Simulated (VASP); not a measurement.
Here is a VASP 6.6.1 calculation.

File POSCAR:

```
ZrSe2
1.0
    3.7881123534      0.0000000000      0.0000000000
   -1.8940561767      3.2806015304      0.0000000000
    0.0000000000      0.0000000000      6.1800629117
Zr Se
1 2
Direct
    0.0000000000      0.0000000000      0.0000000000
    0.3333333333      0.6666666667      0.2538098059
    0.6666666667      0.3333333333      0.7461901941
```

File INCAR.step1:

```
SYSTEM = ZrSe2
  PREC = Accurate
  ENCUT = 400
  EDIFF = 1E-5
  ISMEAR = 0
  SIGMA = 0.01
  LREAL = .False.
  LASPH = .True.
  NELM = 120
  ALGO = Normal
  ISIF = 2
  LWAVE = .True.
  LCHARG = .False.
  GGA = PE
  NBANDS = 19
  GGA_COMPAT = .False.
```

File INCAR.step2:

```
SYSTEM = ZrSe2
  PREC = Accurate
  ENCUT = 400
  EDIFF = 1E-6
  ISMEAR = 0
  SIGMA = 0.01
  LREAL = .False.
  LASPH = .True.
  NELM = 120
  ALGO = Normal
  ISIF = 2
  LWAVE = .False.
  LCHARG = .False.
  GGA = PE
  LHFCALC = .True.
  HFSCREEN = 0.2079
  PRECFOCK = Normal
  ISTART = 1
  NBANDS = 19
  GGA_COMPAT = .False.
```

The input KPOINTS:

```
regular mesh
0
Gamma
  6 6 2
  0 0 0
```

Potentials or basis: VASP PAW PBE potentials, release 64 (Zr_sv, Se).

The run is started by

```sh
$ cat potpaw_PBE.64/Zr_sv/POTCAR potpaw_PBE.64/Se/POTCAR > POTCAR
$ cp INCAR.step1 INCAR
$ mpirun -np 1 vasp_std > vasp.out
$ cp INCAR.step2 INCAR
$ mpirun -np 1 vasp_std > vasp.out
```

Question: What does it give for the band gap on the k mesh?

Answer: 0.97 eV (least direct gap 1.80 eV).

Question: Predict the pressure.

Answer: 0.2 GPa.

Stress tensor (GPa, compression positive):
```
0.07 0.00 0.00
0.00 0.07 0.00
0.00 0.00 0.52
```

Caveat: the k points lie up to 0.51 Å⁻¹ apart; the PAW data sets were made with another functional, which shifts forces and pressure a little; this functional lacks dispersion, which binds the layers, so the pressure and a relaxed spacing across them are unreliable. A k mesh can miss the band edges.
